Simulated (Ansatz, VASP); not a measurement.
# Two plane-wave programs on Te2Mo

```
Te Mo
1.0
     3.56023    0.00000    0.00000
    -1.78012    3.08325    0.00000
     0.00000    0.00000   17.52406
Te Mo
2 1
Direct
  0.33333 0.66667 0.89786
  0.33333 0.66667 0.10214
  0.00000 0.00000 0.00000
```

Alike in both runs: task single point; functional PBEsol; k mesh 6 × 6 × 1; occupations gaussian, width 0.1 eV; no spin polarisation.

```csv
,VASP,Ansatz
version,VASP 6.6.1,Ansatz 0.2.0
potentials or method,"VASP PAW PBE potentials, release 64 (Te, Mo_sv), cutoff 500 eV","scalar-relativistic, plane waves, PAW"
valence electrons in the cell,26,46
```

Ansatz gave:

| Quantity | Value |
| --- | --- |
| gap on the k mesh at the Fermi level (eV) | 1.05 |
| least direct gap on the mesh (eV) | 1.05 |
| rms of the force components (eV/Å) | 0.080 |

Problem. Estimate VASP's values.

Solution. gap on the k mesh at the Fermi level (eV): 1.05; least direct gap on the mesh (eV): 1.05; rms of the force components (eV/Å): 0.066.

VASP's potentials were made for PBE, not for PBEsol. Atom by atom the forces differ by 0.014 eV/Å (rms over components). The functional is the same, so the differences come from potentials, cutoffs and numerics. VASP's potentials hold 26 valence electrons a cell and Ansatz's 46, so a difference there can come from the potentials and not from the codes.

Neither program's run includes spin-orbit coupling.
